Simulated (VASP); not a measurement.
Wanted: the native input for a VASP 6.6.1 run.

* Task: single point
* Functional: PBE
* Potentials or basis: VASP PAW PBE potentials, release 64 (Zn, O)
* Cutoff: 520 eV
* k mesh: 12 × 12 × 12
* Occupations: gaussian, width 0.02 eV
* Spin: no spin polarisation
* Dipole correction: no
* Further INCAR settings: ALGO = Normal; EDIFF = 1e-06; NBANDS = 16

The structure of ZnO lies in POSCAR:

```
ZnO
1.0
    0.0000000000      2.2073203839      2.2073203839
    2.2073203839      0.0000000000      2.2073203839
    2.2073203839      2.2073203839      0.0000000000
Zn O
1 1
Direct
    0.0000000000      0.0000000000      0.0000000000
    0.5000000000      0.5000000000      0.5000000000
```

This cell differs from its parent crystal: volume scaled by 1.06.

These files were run (other wordings do the same):

INCAR

```
SYSTEM = ZnO
ALGO = Normal
EDIFF = 1E-6
ENCUT = 520
GGA = PE
ISIF = 2
ISMEAR = 0
LASPH = .True.
LCHARG = .True.
LELF = .True.
LREAL = .False.
LVHAR = .True.
LWAVE = .False.
NBANDS = 16
NELM = 100
PREC = Accurate
SIGMA = 0.02
```

KPOINTS

```
k-points
0
Gamma
  12 12 12
  0 0 0
```

Potentials or basis: VASP PAW PBE potentials, release 64 (Zn, O).

Launch:

```console
$ cat potpaw_PBE.64/Zn/POTCAR potpaw_PBE.64/O/POTCAR > POTCAR
$ mpirun -np 1 vasp_std > vasp.out
```

It gave:

```
Pressure               : -7.7 GPa
Band gap on the k mesh : 0.48 eV, indirect (least direct gap 1.52 eV)
```

Wall time 7 s on 1 thread of Intel(R) Xeon(R) 6975P-C (Granite Rapids) (shared host), peak memory 0.15 GiB.
